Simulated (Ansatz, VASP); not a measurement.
## Os: VASP beside Ansatz

```xyz
2
Lattice="3.4169 0.0000 0.0000 0.0000 3.4169 0.0000 0.0000 0.0000 24.3363" Properties=species:S:1:pos:R:3 pbc="T T T"
Os    1.7085    0.0000    7.6080
Os    0.0000    1.7085    7.3920
```

Alike in both runs: functional PBE; k mesh 6 × 6 × 1; occupations gaussian, width 0.1 eV; no spin polarisation.

Ansatz relaxed the structure, and its values are those at the end. VASP's run is a single point on that final structure, the one shown.

|  | VASP | Ansatz |
| --- | --- | --- |
| version | VASP 6.6.1 | Ansatz 0.2.0 |
| potentials or method | VASP PAW PBE potentials, release 64 (Os), cutoff 520 eV | scalar-relativistic, plane waves, PAW |
| valence electrons in the cell | 16 | 32 |

```csv
,VASP,Ansatz,Ansatz less VASP
gap on the k mesh at the Fermi level (eV),none,none,-
rms of the force components (eV/Å),0.016,0.011,-0.0054
```

A gap of «none» marks a metal or a gap that the smearing closes. VASP's potentials hold 16 valence electrons a cell and Ansatz's 32, so a difference there can come from the potentials and not from the codes. Ansatz's warnings: slab cell height set.

Spin-orbit coupling is off throughout.
